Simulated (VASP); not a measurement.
# Mg (P6_3/mmc) in VASP: notebook

The runs below take Mg through single point, with PBEsol, PBE.

All numbers are computed with VASP 6.6.1; they aren't measurements. Logs are shortened: lines on timing, memory, paths and dates and some standing lists are left out, and cuts for length are marked.

**1. The cell of the first run**

The structure is hexagonal, space group P6_3/mmc (No. 194). The conventional cell has a = 3.209 Å, b = 3.209 Å, c = 5.210 Å, α = 90.00°, β = 90.00°, γ = 120.00°. Within 4.2 Å of Mg (site symmetry -6m2) lie 12 Mg at 3.20 to 3.21 Å.

**2. Single point, PBEsol**

The input, INCAR:

```
PREC = Accurate
ENCUT = 520
EDIFF = 1E-7
ISMEAR = -1
SIGMA = 0.08
LREAL = False
LASPH = True
NELM = 60
ALGO = Normal
ISIF = 2
LWAVE = False
LCHARG = False
GGA = PS
NBANDS = 9
```

The input, KPOINTS:

```
regular mesh
0
Gamma
  12 12 7
```

The input, POSCAR:

```
Mg
1.0
    3.2092715325      0.0000000000      0.0000000000
   -1.6046357662      2.7793106748      0.0000000000
    0.0000000000      0.0000000000      5.2103300000
Mg
2
Direct
    0.3333333333      0.6666666667      0.2500000000
    0.6666666667      0.3333333333      0.7500000000
```

Potentials or basis: VASP PAW PBE potentials, release 64 (Mg).

Run with:

```
cat potpaw_PBE.64/Mg/POTCAR > POTCAR
mpirun -np 1 vasp_std > vasp.out
```

OUTCAR:

```text
PREC = Accurate
   ENCUT = 520
   EDIFF = 1E-7
   ISMEAR = -1
   LREAL = False
   LASPH = True
   NELM = 60
   ISIF = 2
   GGA = PS

 ion  position               nearest neighbor table
   1  0.333  0.667  0.250-   2 3.20   2 3.20   2 3.20   2 3.20   2 3.20   2 3.20
   2  0.667  0.333  0.750-   1 3.20   1 3.20   1 3.20   1 3.20   1 3.20   1 3.20

  LATTYP: Found a hexagonal cell.
 ALAT       =     3.2092715325
 C/A-ratio  =     1.6235242008

  Lattice vectors:

 A1 = (   3.2092715325,   0.0000000000,   0.0000000000)
 A2 = (  -1.6046357662,   2.7793106748,   0.0000000000)
 A3 = (   0.0000000000,   0.0000000000,   5.2103300000)

Analysis of symmetry for initial positions (statically):
=====================================================================
 Subroutine PRICEL returns:
 Original cell was already a primitive cell.

 Routine SETGRP: Setting up the symmetry group for a
 hexagonal supercell.

 Subroutine GETGRP returns: Found 24 space group operations
 (whereof 12 operations were pure point group operations)
 out of a pool of 24 trial point group operations.

The static configuration has the point symmetry D_3d.
 The point group associated with its full space group is D_6h.

Analysis of symmetry for dynamics (positions and initial velocities):
=====================================================================
 Subroutine PRICEL returns:
 Original cell was already a primitive cell.

 Routine SETGRP: Setting up the symmetry group for a
 hexagonal supercell.

 Subroutine GETGRP returns: Found 24 space group operations
 (whereof 12 operations were pure point group operations)
 out of a pool of 24 trial point group operations.

The dynamic configuration has the point symmetry D_3d.
 The point group associated with its full space group is D_6h.

 Subroutine INISYM returns: Found 24 space group operations
 (whereof 12 operations are pure point group operations),
 and found     1 'primitive' translations

----------------------------------------------------------------------------------------

                                     Primitive cell

  volume of cell :      46.4739

  direct lattice vectors                    reciprocal lattice vectors
     3.209271532  0.000000000  0.000000000     0.311597193  0.179900723  0.000000000
    -1.604635766  2.779310675  0.000000000     0.000000000  0.359801446  0.000000000
     0.000000000  0.000000000  5.210330000     0.000000000  0.000000000  0.191926423

  length of vectors
[... 81 lines left out ...]
   NELM   =     60;   NELMIN=  2; NELMDL= -5     # of ELM steps
   EDIFF  = 0.1E-06   stopping-criterion for ELM
   LREAL  =      F    real-space projection
   EDIFFG = 0.1E-05   stopping-criterion for IOM
   NSW    =      0    number of steps for IOM
   IBRION =     -1    ionic relax: 0-MD 1-quasi-New 2-CG
   NFREE  =      0    steps in history (QN), initial steepest desc. (CG)
   ISIF   =      2    stress and relaxation
   ISYM   =      2    0-nonsym 1-usesym 2-fastsym
   POTIM  = 0.5000    time-step for ionic-motion
   TEBEG  =    0.0;   TEEND  =   0.0 temperature during run
   PSTRESS=    0.0 pullay stress
   NELECT =       4.0000    total number of electrons
   NUPDOWN=      -1.0000    fix difference up-down
   EMIN   =  10.00;   EMAX   =-10.00  energy-range for DOS
   EFERMI =   0.00;   METHOD = LEGACY
   ISMEAR =    -1;   SIGMA  =   0.08  broadening in eV -4-tet -1-fermi 0-gaus
   EFERMI_NEDOS =   21; number of points for ismear=-14 and -15
   IALGO  =     38    algorithm
   IMIX   =      4    mixing-type and parameters
     AMIX     =   0.40;   BMIX     =  1.00
     AMIX_MAG =   1.60;   BMIX_MAG =  1.00
  volume/ion in A,a.u.               =      23.24       156.81
  Fermi-wavevector in a.u.,A,eV,Ry     =   0.722812  1.365916  7.108458  0.522457
  Thomas-Fermi vector in A             =   1.812869
   LORBIT       =      0    0 simple, 1 ext, 2 COOP (PROOUT), +10 PAW based schemes
   GGA     = PS    functional components
   LHFCALC =     F    Hartree Fock is set to
   AEXX    =    0.0000 exact exchange contribution
   IVDW    =     0    specifies the selected vdW correction
   LEPSILON=     F    determine dielectric tensor
   LRPA    =     F    only Hartree local field effects (RPA)
 non-spin polarized calculation
  energy-cutoff  :      520.00
  volume of cell :       46.47
 maximum number of plane-waves:      1281
 NGX is ok and might be reduce to    24
   NGX = 11   NGY = 11   NGZ = 19

 number of electron       4.0000000 magnetization

 Free energy of the ion-electron system (eV)
  ---------------------------------------------------
  ext. energy  EPLUGINS =         0.00000000
  ---------------------------------------------------
  free energy    TOTEN  =        -3.45079121 eV

  energy without entropy =       -3.43267735  energy(sigma->0) =       -3.44173428

 E-fermi :   2.4892     XC(G=0):  -8.4957

 val. band max:        2.4779281563   @ k =   0.2500   0.0833   0.0000
 cond. band min:       2.6071498037   @ k =   0.4167   0.0833   0.2857
 fundamental gap:      0.1292216474
 Fermi energy:         2.4892471035

 k-point     1 :       0.0000    0.0000    0.0000
  band No.  band energies     occupation
      1      -4.3474      2.00000
      2       0.8638      2.00000
      3       1.2912      2.00000
      4      13.3852      0.00000
      5      13.3852      0.00000
      6      13.4783      0.00000
      7      13.4783      0.00000
      8      14.2781      0.00000
      9      15.8547      0.00000
[... 265 lines left out ...]
 k-point    24 :       0.3333    0.0000    0.1429
  band No.  band energies     occupation
      1      -2.0902      2.00000
      2       1.6820      1.99992
      3       3.9645      0.00000
      4       4.9982      0.00000
      5       7.7457      0.00000
      6       9.8857      0.00000
      7      10.0852      0.00000
      8      11.8180      0.00000
      9      13.2232      0.00000

 [... further k-points ...]
[... 5 lines left out ...]
  --------------------------------------------------------------------------------------
  -------------------------------------------------------------------------------------
  Total       -0.2658561     -0.2658561     -0.4906583     -0.0000000      0.0000000      0.0000000
  in kB       -9.1653381     -9.1653381    -16.9153488     -0.0000000      0.0000000      0.0000000
  external PRESSURE =     -11.7486750 kB  Pullay stress =       0.0000000 kB

 VOLUME and BASIS-vectors are now :
 -----------------------------------------------------------------------------
  energy-cutoff  :      520.00
  volume of cell :       46.47
      direct lattice vectors                 reciprocal lattice vectors
     3.209271532  0.000000000  0.000000000     0.311597193  0.179900723  0.000000000
    -1.604635766  2.779310675  0.000000000     0.000000000  0.359801446  0.000000000
     0.000000000  0.000000000  5.210330000     0.000000000  0.000000000  0.191926423

 POSITION                                       TOTAL-FORCE (eV/Angst)
 -----------------------------------------------------------------------------------
     -0.00000      1.85287      1.30258        -0.000000      0.000000      0.000000
      1.60464      0.92644      3.90775         0.000000     -0.000000      0.000000
 -----------------------------------------------------------------------------------
    total drift:                                0.000000     -0.000000      0.000000

  FREE ENERGIE OF THE ION-ELECTRON SYSTEM (eV)
  ---------------------------------------------------
  free  energy   TOTEN  =        -3.4507912120 eV

  energy  without entropy=       -3.4326773485  energy(sigma->0) =       -3.44173428
```

Run time: 9.5 s. Hardware: 1 thread of Intel Xeon Platinum 8488C (Sapphire Rapids), shared host; peak memory 0.17 GiB.

What came out:

- Free energy: -3.4508 eV
- Pressure: -1.2 GPa
- Band gap on the k mesh: zero (band 2 reaches 3.53 eV, above the bottom of band 3 at 1.29 eV)

Levels at points of the mesh, in eV from the Fermi level:
| k point | band 1 | band 2 | band 3 | band 4 | band 5 | band 6 | band 7 |
| --- | --- | --- | --- | --- | --- | --- | --- |
| (0.00, 0.00, 0.00) | -6.84 | -1.63 | -1.20 | 10.90 | 10.90 | 10.99 | 10.99 |
| (0.50, 0.00, 0.00) | -2.08 | -2.08 | 2.68 | 3.05 | 3.28 | 3.70 | 6.85 |

Caveat: the PAW data sets were made with another functional, which shifts forces and pressure a little.

**3. Single point, PBE**

The input, INCAR:

```
SYSTEM = Mg
ALGO = Normal ; EDIFF = 1E-6
ENCUT = 520 ; GGA = PE
ISIF = 2 ; ISMEAR = -1
LASPH = .TRUE. ; LCHARG = .TRUE.
LELF = .TRUE. ; LREAL = .FALSE.
LVHAR = .TRUE. ; LWAVE = .FALSE.
NBANDS = 9 ; NELM = 60
PREC = Accurate ; SIGMA = 0.08
```

The input, KPOINTS:

```
k-points
0
G
  12 12 7
  0 0 0
```

POSCAR is that of step 2.

Potentials or basis: VASP PAW PBE potentials, release 64 (Mg).

Run with:

```
cat potpaw_PBE.64/Mg/POTCAR > POTCAR
mpirun -np 1 vasp_std > vasp.out
```

Run time: 9.6 s. Hardware: 1 thread of Intel Xeon Platinum 8488C (Sapphire Rapids), shared host; peak memory 0.17 GiB.

It converged, with:

```yaml
Free_energy: -3.0204 eV
Pressure: -0.6 GPa
Band_gap_on_the_k_mesh: zero (band 2 reaches 3.57 eV, above the bottom of band 3 at 1.33 eV)
```

Stress tensor (GPa, compression positive):
```
-0.31  0.00  0.00
 0.00 -0.31  0.00
 0.00  0.00 -1.09
```

Levels at points of the mesh, in eV from the Fermi level:
| k point | band 1 | band 2 | band 3 | band 4 | band 5 | band 6 |
| --- | --- | --- | --- | --- | --- | --- |
| (0.00, 0.00, 0.00) | -6.84 | -1.62 | -1.20 | 10.91 | 10.91 | 11.00 |
| (0.50, 0.00, 0.00) | -2.08 | -2.08 | 2.68 | 3.06 | 3.29 | 3.70 |

**4. Single point, PBE (volume scaled by 0.94)**

The input, INCAR:

```
PREC = Accurate
ENCUT = 520
EDIFF = 1E-6
ISMEAR = -1
SIGMA = 0.08
LREAL = False
LASPH = True
NELM = 100
ALGO = Normal
ISIF = 2
LWAVE = False
LCHARG = False
GGA = PE
NBANDS = 9
```

The input, KPOINTS:

```
Automatic mesh
0
Gamma
  12 12 7
```

The input, POSCAR:

```
Mg
1.0
    3.1437578123      0.0000000000      0.0000000000
   -1.5718789061      2.7225741288      0.0000000000
    0.0000000000      0.0000000000      5.1039668898
Mg
2
Direct
    0.3333333333      0.6666666667      0.2500000000
    0.6666666667      0.3333333333      0.7500000000
```

Run with:

```
cat potpaw_PBE.64/Mg/POTCAR > POTCAR
mpirun -np 1 vasp_std > vasp.out
```

Run time: 11 s. Hardware: 1 thread of Intel Xeon Platinum 8488C (Sapphire Rapids), shared host; peak memory 0.17 GiB.

Results (log left out):

| Quantity | Value |
| --- | --- |
| Free energy | -3.0105 eV |
| Pressure | 1.8 GPa |
| Band gap on the k mesh | zero (band 2 reaches 3.91 eV, above the bottom of band 3 at 1.66 eV) |

Stress tensor (GPa, compression positive):
```
2.12 0.00 0.00
0.00 2.12 0.00
0.00 0.00 1.25
```

Levels at points of the mesh, in eV from the Fermi level:
| k point | band 1 | band 2 | band 3 | band 4 | band 5 | band 6 | band 7 |
| --- | --- | --- | --- | --- | --- | --- | --- |
| (0.00, 0.00, 0.00) | -7.10 | -1.72 | -1.19 | 11.28 | 11.28 | 11.49 | 11.49 |
| (0.50, 0.00, 0.00) | -2.18 | -2.13 | 2.78 | 3.08 | 3.47 | 3.87 | 7.19 |

**5. Single point, PBE (volume scaled by 0.96)**

The input, INCAR:

```
ALGO     = Normal         # electronic algorithm
EDIFF    = 1E-6           # SCF threshold, eV
ENCUT    = 520            # plane-wave cutoff, eV
GGA      = PE             # functional
ISIF     = 2              # what is computed and relaxed
ISMEAR   = -1             # smearing method
LASPH    = T              # aspherical terms in the spheres
LCHARG   = T              # write CHGCAR
LELF     = T              # ELF
LREAL    = F              # projectors in reciprocal space
LVHAR    = T            
LWAVE    = F              # write WAVECAR
NBANDS   = 9              # bands
NELM     = 100            # most SCF steps
PREC     = Accurate       # precision mode
SIGMA    = 0.08           # smearing width, eV
```

The input, KPOINTS:

```
k-points
0
Gamma
  12 12 7
```

The input, POSCAR:

```
Mg
1.0
    3.1658976813      0.0000000000      0.0000000000
   -1.5829488406      2.7417478178      0.0000000000
    0.0000000000      0.0000000000      5.1399115029
Mg
2
Direct
    0.3333333333      0.6666666667      0.2500000000
    0.6666666667      0.3333333333      0.7500000000
```

Run with:

```
cat potpaw_PBE.64/Mg/POTCAR > POTCAR
mpirun -np 1 vasp_std > vasp.out
```

Run time: 13 s. Hardware: 1 thread of Intel Xeon Platinum 8488C (Sapphire Rapids), shared host; peak memory 0.17 GiB.

Results (log left out):

| Quantity | Value |
| --- | --- |
| Free energy | -3.0185 eV |
| Pressure | 0.9 GPa |
| Band gap on the k mesh | zero (band 2 reaches 3.79 eV, above the bottom of band 3 at 1.55 eV) |

Stress tensor (GPa, compression positive):
```
1.22 0.00 0.00
0.00 1.22 0.00
0.00 0.00 0.39
```

Levels at points of the mesh, in eV from the Fermi level:
```csv
k point,band 1,band 2,band 3,band 4,band 5,band 6,band 7
"(0.00, 0.00, 0.00)",-7.01,-1.69,-1.20,11.15,11.15,11.32,11.32
"(0.50, 0.00, 0.00)",-2.15,-2.11,2.75,3.08,3.41,3.81,7.07
```

**6. Overview**

```tsv
level	cell	gap on the mesh (eV)	pressure (GPa)
PBEsol	a = 3.209, b = 3.209, c = 5.210 Å, angles 90.0, 90.0, 120.0°, 2 atoms	none	-1.2
PBE	a = 3.209, b = 3.209, c = 5.210 Å, angles 90.0, 90.0, 120.0°, 2 atoms	none	-0.6
PBE	a = 3.144, b = 3.144, c = 5.104 Å, angles 90.0, 90.0, 120.0°, 2 atoms	none	1.8
PBE	a = 3.166, b = 3.166, c = 5.140 Å, angles 90.0, 90.0, 120.0°, 2 atoms	none	0.9
```

Alike in all rows: task single point; potentials or basis VASP PAW PBE potentials, release 64 (Mg); no spin polarisation; k mesh 12 × 12 × 7; cutoff (eV) 520; smearing fermi-dirac 0.08 eV.

Caveats: the PAW data sets were made with another functional, which shifts forces and pressure a little (some runs).

Absolute energies hang on the potentials; compare differences alone.
